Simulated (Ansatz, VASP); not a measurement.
MoS2: VASP beside Ansatz

Contents of INCAR:

```
PREC = Accurate
ENCUT = 520
EDIFF = 1E-7
ISMEAR = 0
SIGMA = 0.05
LREAL = False
LASPH = True
NELM = 80
ALGO = Normal
ISIF = 2
LWAVE = False
LCHARG = False
GGA = PS
NBANDS = 35
```

Contents of KPOINTS:

```
Automatic mesh
0
Gamma
  10 10 2
```

POSCAR

```
MoS2
1.0
   -3.1414322132      0.0000000000      0.0000000000
   -1.5707161066     -2.7205601009      0.0000000000
   -2.7485961149     -1.5869027069     12.5788195080
Mo S
2 4
Direct
    0.1875083333      0.1875083333      0.2500000000
    0.2291916667      0.2291916667      0.7500000000
   -0.0318438727     -0.0318438727      0.6260538420
    0.5931394606      0.5931394606      0.1260538420
   -0.1764394606     -0.1764394606      0.8739461580
    0.4485438727      0.4485438727      0.3739461580
```

Input for Ansatz:

```yaml
crystal:
  lattice:
    - [-3.1414322132, 0.0, 0.0]
    - [-1.5707161066, -2.7205601009, 0.0]
    - [-2.7485961149, -1.5869027069, 12.578819508]
  atoms:
    - { symbol: Mo, position: [0.1875083333, 0.1875083333, 0.25] }
    - { symbol: Mo, position: [0.2291916667, 0.2291916667, 0.75] }
    - { symbol: S, position: [-0.0318438727, -0.0318438727, 0.626053842] }
    - { symbol: S, position: [0.5931394606, 0.5931394606, 0.126053842] }
    - { symbol: S, position: [-0.1764394606, -0.1764394606, 0.873946158] }
    - { symbol: S, position: [0.4485438727, 0.4485438727, 0.373946158] }
basis:
  ecutwfc: 420
kpoints:
  mp_grid: { grid: [10, 10, 2] }
hamiltonian:
  xc: pbesol
scf:
  occupations: { method: gaussian, width: 0.05 }
output:
  forces: true
  stress: true
  eigenvalues: true
```

Alike in both runs: task single point; functional PBEsol; k mesh 10 × 10 × 2; occupations gaussian, width 0.05 eV; no spin polarisation.

|  | VASP | Ansatz |
| --- | --- | --- |
| version | VASP 6.6.1 | Ansatz 0.2.0 |
| potentials or method | VASP PAW PBE potentials, release 64 (Mo_sv, S), cutoff 520 eV | scalar-relativistic, plane waves, PAW |
| valence electrons in the cell | 52 | 52 |

|  | VASP | Ansatz | Ansatz less VASP |
| --- | --- | --- | --- |
| gap on the k mesh at the Fermi level (eV) | 0.98 | 0.96 | -0.016 |
| least direct gap on the mesh (eV) | 1.98 | 1.98 | -0.005 |
| pressure (GPa) | 0.5 | 0.5 | +0.01 |
| traceless stress, the component that is largest in VASP (GPa) | 0.87 | 0.88 | +0.014 |
| rms of the force components (eV/Å) | 0.081 | 0.081 | -0.0002 |

VASP's potentials were made for PBE, not for PBEsol. Atom by atom the forces differ by 0.000 eV/Å (rms over components).
